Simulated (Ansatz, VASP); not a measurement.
CaZrN in VASP and in Ansatz

```xyz
6
Lattice="3.6764 0.0000 0.0000 -1.8382 3.1838 0.0000 0.0000 0.0000 10.9676" Properties=species:S:1:pos:R:3 pbc="T T T"
Ca    0.0000    0.0000    0.0000
Ca    0.0000    0.0000    5.4838
Zr    1.8382    1.0613    2.7419
Zr    0.0000    2.1226    8.2257
N     0.0000    0.0000    2.7419
N     0.0000    0.0000    8.2257
```

Alike in both runs: task single point; functional PBE; k mesh 6 × 6 × 2; occupations gaussian, width 0.1 eV; collinear spin.

|  | VASP | Ansatz |
| --- | --- | --- |
| version | VASP 6.6.1 | Ansatz 0.2.0 |
| potentials or method | VASP PAW PBE potentials, release 64 (Ca_sv, Zr_sv, N), cutoff 520 eV | scalar-relativistic, plane waves, PAW |
| valence electrons in the cell | 54 | 54 |

```tsv
	VASP	Ansatz	Ansatz less VASP
gap on the k mesh at the Fermi level (eV)	none	none	-
pressure (GPa)	0.1	0.0	-0.11
traceless stress, the component that is largest in VASP (GPa)	0.22	0.23	+0.017
net moment per atom (μB)	0.00	0.00	0.000
```

A gap of «none» marks a metal or a gap that the smearing closes. The functional is the same, so the differences come from potentials, cutoffs and numerics. Ansatz's warnings: seeded moment not kept.
